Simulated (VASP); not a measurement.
# C (Pm-3m) in VASP: further runs

C is run at these levels: revPBE; tasks: single point.

Program: VASP 6.6.1. These are calculated values, not measurements. Logs are shortened: lines on timing, memory, paths and dates and some standing lists are left out, and cuts for length are marked.

## (1) The cell of the first run

The structure is cubic, space group Pm-3m (No. 221). The conventional cell has a = 1.727 Å, b = 1.727 Å, c = 1.727 Å, α = 90.00°, β = 90.00°, γ = 90.00°. Within 2.3 Å of C (site symmetry m-3m) lie 6 C at 1.73 Å.

## (2) Single point, revPBE (volume scaled by 0.92)

Input file INCAR:

```
SYSTEM = C
ALGO = Normal ; EDIFF = 1E-6
ENCUT = 520 ; GGA = RE
ISIF = 2 ; ISMEAR = -1
LASPH = .True. ; LCHARG = .True.
LELF = .True. ; LREAL = .False.
LVHAR = .True. ; LWAVE = .False.
NBANDS = 8 ; NELM = 60
PREC = Accurate ; SIGMA = 0.1
```

Input file KPOINTS:

```
k-points
0
Gamma
  20 20 20
  0 0 0
```

Input file POSCAR:

```
C
1.0
    1.7268234521      0.0000000000      0.0000000000
    0.0000000000      1.7268234521      0.0000000000
    0.0000000000      0.0000000000      1.7268234521
C
1
Direct
    0.0000000000      0.0000000000      0.0000000000
```

Potentials or basis: VASP PAW PBE potentials, release 64 (C).

The run is started by

```console
cat potpaw_PBE.64/C/POTCAR > POTCAR
mpirun -np 1 vasp_std > vasp.out
```

OUTCAR:

```text
SYSTEM = C
   EDIFF = 1E-6
   ENCUT = 520
   GGA = RE
   ISIF = 2
   ISMEAR = -1
   LASPH = .True.
   LREAL = .False.
   NELM = 60
   PREC = Accurate

 ion  position               nearest neighbor table
   1  0.000  0.000  0.000-

  LATTYP: Found a simple cubic cell.
 ALAT       =     1.7268234521

  Lattice vectors:

 A1 = (   1.7268234521,   0.0000000000,   0.0000000000)
 A2 = (   0.0000000000,   1.7268234521,   0.0000000000)
 A3 = (   0.0000000000,   0.0000000000,   1.7268234521)

Analysis of symmetry for initial positions (statically):
=====================================================================
 Subroutine PRICEL returns:
 Original cell was already a primitive cell.

 Routine SETGRP: Setting up the symmetry group for a
 simple cubic supercell.

 Subroutine GETGRP returns: Found 48 space group operations
 (whereof 48 operations were pure point group operations)
 out of a pool of 48 trial point group operations.

The static configuration has the point symmetry O_h .

Analysis of symmetry for dynamics (positions and initial velocities):
=====================================================================
 Subroutine PRICEL returns:
 Original cell was already a primitive cell.

 Routine SETGRP: Setting up the symmetry group for a
 simple cubic supercell.

 Subroutine GETGRP returns: Found 48 space group operations
 (whereof 48 operations were pure point group operations)
 out of a pool of 48 trial point group operations.

The dynamic configuration has the point symmetry O_h .

 Subroutine INISYM returns: Found 48 space group operations
 (whereof 48 operations are pure point group operations),
 and found     1 'primitive' translations

----------------------------------------------------------------------------------------

                                     Primitive cell

  volume of cell :       5.1492

  direct lattice vectors                    reciprocal lattice vectors
     1.726823452  0.000000000  0.000000000     0.579097996  0.000000000  0.000000000
     0.000000000  1.726823452  0.000000000     0.000000000  0.579097996  0.000000000
     0.000000000  0.000000000  1.726823452     0.000000000  0.000000000  0.579097996

  length of vectors
     1.726823452  1.726823452  1.726823452     0.579097996  0.579097996  0.579097996

  position of ions in fractional coordinates (direct lattice)
     0.000000000  0.000000000  0.000000000

  ion indices of the primitive-cell ions
   primitive index   ion index
                 1           1

----------------------------------------------------------------------------------------

 KPOINTS: k-points

Automatic generation of k-mesh.
 Grid dimensions read from file:
 generate k-points for:   20   20   20

 Generating k-lattice:

  Cartesian coordinates                     Fractional coordinates (reciprocal lattice)
     0.028954900  0.000000000  0.000000000     0.050000000  0.000000000  0.000000000
     0.000000000  0.028954900  0.000000000     0.000000000  0.050000000  0.000000000
     0.000000000  0.000000000  0.028954900     0.000000000  0.000000000  0.050000000

  Length of vectors
     0.028954900  0.028954900  0.028954900

  Shift w.r.t. Gamma in fractional coordinates (k-lattice)
     0.000000000  0.000000000  0.000000000

 Subroutine IBZKPT returns following result:
 ===========================================

 Found    286 irreducible k-points:

 Following reciprocal coordinates:
            Coordinates               Weight
  0.000000  0.000000  0.000000      1.000000
  0.050000  0.000000  0.000000      6.000000
  0.100000  0.000000  0.000000      6.000000
  0.150000  0.000000  0.000000      6.000000
  0.200000  0.000000  0.000000      6.000000
  0.250000  0.000000  0.000000      6.000000
[... 16 lines left out ...]
  0.150000  0.100000  0.000000     24.000000
  0.200000  0.100000  0.000000     24.000000
 [... further k-points ...]
   k-points           NKPTS =    286   k-points in BZ     NKDIM =    286   number of bands    NBANDS=      8
   number of dos      NEDOS =    301   number of ions     NIONS =      1
   total plane-waves  NPLWV =   2744
   dimension x,y,z NGX =    14 NGY =   14 NGZ =   14
   dimension x,y,z NGXF=    28 NGYF=   28 NGZF=   28
   ions per type =               1
   NGX,Y,Z   is equivalent  to a cutoff of  13.48, 13.48, 13.48 a.u.
   NGXF,Y,Z  is equivalent  to a cutoff of  26.96, 26.96, 26.96 a.u.
 SYSTEM =  C
   PREC   = accura    normal or accurate (medium, high low for compatibility)
   ISTART =      0    job   : 0-new  1-cont  2-samecut
   ICHARG =      2    charge: 1-file 2-atom 10-const
   ISPIN  =      1    spin polarized calculation?
   LNONCOLLINEAR =      F non collinear calculations
   LSORBIT =      F    spin-orbit coupling
   LASPH  =      T    aspherical Exc in radial PAW
   ENCUT  =  520.0 eV  38.22 Ry    6.18 a.u.   3.21  3.21  3.21*2*pi/ulx,y,z
   NELM   =     60;   NELMIN=  2; NELMDL= -5     # of ELM steps
   EDIFF  = 0.1E-05   stopping-criterion for ELM
   LREAL  =      F    real-space projection
   EDIFFG = 0.1E-04   stopping-criterion for IOM
   NSW    =      0    number of steps for IOM
   IBRION =     -1    ionic relax: 0-MD 1-quasi-New 2-CG
   NFREE  =      0    steps in history (QN), initial steepest desc. (CG)
   ISIF   =      2    stress and relaxation
   ISYM   =      2    0-nonsym 1-usesym 2-fastsym
   POTIM  = 0.5000    time-step for ionic-motion
   TEBEG  =    0.0;   TEEND  =   0.0 temperature during run
   PSTRESS=    0.0 pullay stress
   NELECT =       4.0000    total number of electrons
   NUPDOWN=      -1.0000    fix difference up-down
   EMIN   =  10.00;   EMAX   =-10.00  energy-range for DOS
   EFERMI =   0.00;   METHOD = LEGACY
   ISMEAR =    -1;   SIGMA  =   0.10  broadening in eV -4-tet -1-fermi 0-gaus
   EFERMI_NEDOS =   21; number of points for ismear=-14 and -15
   IALGO  =     38    algorithm
   IMIX   =      4    mixing-type and parameters
     AMIX     =   0.40;   BMIX     =  1.00
     AMIX_MAG =   1.60;   BMIX_MAG =  1.00
  volume/ion in A,a.u.               =       5.15        34.75
  Fermi-wavevector in a.u.,A,eV,Ry     =   1.504920  2.843887 30.814280  2.264786
  Thomas-Fermi vector in A             =   2.615837
   LORBIT       =      0    0 simple, 1 ext, 2 COOP (PROOUT), +10 PAW based schemes
   GGA     = RE    functional components
   LHFCALC =     F    Hartree Fock is set to
   AEXX    =    0.0000 exact exchange contribution
   IVDW    =     0    specifies the selected vdW correction
   LEPSILON=     F    determine dielectric tensor
   LRPA    =     F    only Hartree local field effects (RPA)
 non-spin polarized calculation
  energy-cutoff  :      520.00
  volume of cell :        5.15
 maximum number of plane-waves:       150
 NGX is ok and might be reduce to    14
   NGX =  7   NGY =  7   NGZ =  7

 number of electron       4.0000001 magnetization

 Free energy of the ion-electron system (eV)
  ---------------------------------------------------
  ext. energy  EPLUGINS =         0.00000000
  ---------------------------------------------------
  free energy    TOTEN  =        -6.02338304 eV

  energy without entropy =       -6.01176539  energy(sigma->0) =       -6.01757422

 E-fermi :  12.2306     XC(G=0): -14.2154

 val. band max:       12.2143626085   @ k =   0.5000   0.4000   0.1500
 cond. band min:      12.2443076664   @ k =   0.3000   0.3000   0.3000
 fundamental gap:      0.0299450579
 Fermi energy:        12.2306177583

 k-point     1 :       0.0000    0.0000    0.0000
  band No.  band energies     occupation
      1     -11.1845      2.00000
      2      22.2913      0.00000
      3      22.2913      0.00000
      4      22.2913      0.00000
      5      38.4827      0.00000
      6      38.4827      0.00000
      7      45.4229      0.00000
      8      71.1822      0.00000

 k-point     2 :       0.0500    0.0000    0.0000
  band No.  band energies     occupation
      1     -11.0812      2.00000
      2      21.4728      0.00000
      3      22.3636      0.00000
      4      22.3636      0.00000
      5      38.5992      0.00000
      6      39.3778      0.00000
      7      45.4073      0.00000
      8      70.4938      0.00000

 k-point     3 :       0.1000    0.0000    0.0000
  band No.  band energies     occupation
      1     -10.7715      2.00000
      2      19.4360      0.00000
      3      22.5770      0.00000
      4      22.5770      0.00000
      5      38.9475      0.00000
      6      41.5811      0.00000
      7      45.4085      0.00000
      8      68.6323      0.00000

 k-point     4 :       0.1500    0.0000    0.0000
  band No.  band energies     occupation
      1     -10.2558      2.00000
      2      16.8238      0.00000
      3      22.9217      0.00000
      4      22.9217      0.00000
      5      39.5243      0.00000
      6      43.8858      0.00000
      7      45.9159      0.00000
      8      66.0863      0.00000

 k-point     5 :       0.2000    0.0000    0.0000
  band No.  band energies     occupation
      1      -9.5346      2.00000
      2      14.0210      0.00000
      3      23.3762      0.00000
      4      23.3762      0.00000
      5      40.3221      0.00000
      6      44.4134      0.00000
      7      48.3190      0.00000
      8      63.3201      0.00000
[... 177 lines left out ...]
 k-point    22 :       0.1000    0.1000    0.0000
  band No.  band energies     occupation
      1     -10.3594      2.00000
      2      18.9203      0.00000
      3      20.6847      0.00000
      4      22.8600      0.00000
      5      40.7406      0.00000
      6      43.2569      0.00000
      7      45.1313      0.00000
      8      66.0402      0.00000

 k-point    23 :       0.1500    0.1000    0.0000
  band No.  band energies     occupation
      1      -9.8446      2.00000
      2      16.8456      0.00000
      3      20.6094      0.00000
      4      23.2018      0.00000
      5      41.5948      0.00000
      6      44.5520      0.00000
      7      45.9895      0.00000
      8      63.6493      0.00000

 k-point    24 :       0.2000    0.1000    0.0000
  band No.  band energies     occupation
      1      -9.1251      2.00000
      2      14.1923      0.00000
      3      21.0326      0.00000
      4      23.6517      0.00000
      5      42.4203      0.00000
      6      44.0499      0.00000
      7      48.8500      0.00000
      8      61.1752      0.00000

 [... further k-points ...]
[... 5 lines left out ...]
  --------------------------------------------------------------------------------------
  -------------------------------------------------------------------------------------
  Total        1.1494514      1.1494514      1.1494514      0.0000000      0.0000000     -0.0000000
  in kB      357.6493132    357.6493132    357.6493132      0.0000000      0.0000000     -0.0000000
  external PRESSURE =     357.6493132 kB  Pullay stress =       0.0000000 kB

 VOLUME and BASIS-vectors are now :
 -----------------------------------------------------------------------------
  energy-cutoff  :      520.00
  volume of cell :        5.15
      direct lattice vectors                 reciprocal lattice vectors
     1.726823452  0.000000000  0.000000000     0.579097996  0.000000000  0.000000000
     0.000000000  1.726823452  0.000000000     0.000000000  0.579097996  0.000000000
     0.000000000  0.000000000  1.726823452     0.000000000  0.000000000  0.579097996

 POSITION                                       TOTAL-FORCE (eV/Angst)
 -----------------------------------------------------------------------------------
      0.00000      0.00000      0.00000         0.000000      0.000000      0.000000
 -----------------------------------------------------------------------------------
    total drift:                               -0.000000     -0.000000     -0.000000

  FREE ENERGIE OF THE ION-ELECTRON SYSTEM (eV)
  ---------------------------------------------------
  free  energy   TOTEN  =        -6.0233830432 eV

  energy  without entropy=       -6.0117653910  energy(sigma->0) =       -6.01757422
```

Wall time 9.9 s (1 thread of AMD EPYC 7R43 (Zen 3), shared host); peak memory 0.07 GiB.

Results:

```
Free energy            : -6.0234 eV
Pressure               : 35.8 GPa
Band gap on the k mesh : zero (band 2 reaches 22.29 eV, above the bottom of band 3 at 9.85 eV)
```

Caveat: the cell differs from its parent crystal (volume scaled by 0.92); the PAW data sets were made with another functional, which shifts forces and pressure a little.

## (3) Single point, revPBE

This run uses another cell than the first one, of 5.60 Å³/atom, 1.087 times its volume.

Input file INCAR:

```
SYSTEM = C
  PREC = Accurate
  ENCUT = 520
  EDIFF = 1E-7
  ISMEAR = -1
  SIGMA = 0.1
  LREAL = .False.
  LASPH = .True.
  NELM = 80
  ALGO = Normal
  ISIF = 2
  LWAVE = .False.
  LCHARG = .False.
  GGA = RE
  NBANDS = 8
```

Input file KPOINTS:

```
Automatic mesh
0
Gamma
  29 29 29
  0 0 0
```

Input file POSCAR:

```
C
1.0
    1.7754917654      0.0000000000      0.0000000000
    0.0000000000      1.7754917654      0.0000000000
    0.0000000000      0.0000000000      1.7754917654
C
1
Direct
    0.0000000000      0.0000000000      0.0000000000
```

Potentials or basis: VASP PAW PBE potentials, release 64 (C).

The run is started by

```console
cat potpaw_PBE.64/C/POTCAR > POTCAR
mpirun -np 1 vasp_std > vasp.out
```

Wall time 22 s (1 thread of AMD EPYC 7R43 (Zen 3), shared host); peak memory 0.09 GiB.

It converged, with:

```
Free energy            : -6.0808 eV
Pressure               : 3.1 GPa
Band gap on the k mesh : zero (band 2 reaches 20.25 eV, above the bottom of band 3 at 8.21 eV)
```

Levels at points of the mesh, in eV from the Fermi level:
```
           k point  band 1  band 2  band 3  band 4  band 5  band 6
(0.00, 0.00, 0.00)  -22.14    9.35    9.35    9.35   25.38   25.38
```

Caveat: the PAW data sets were made with another functional, which shifts forces and pressure a little.
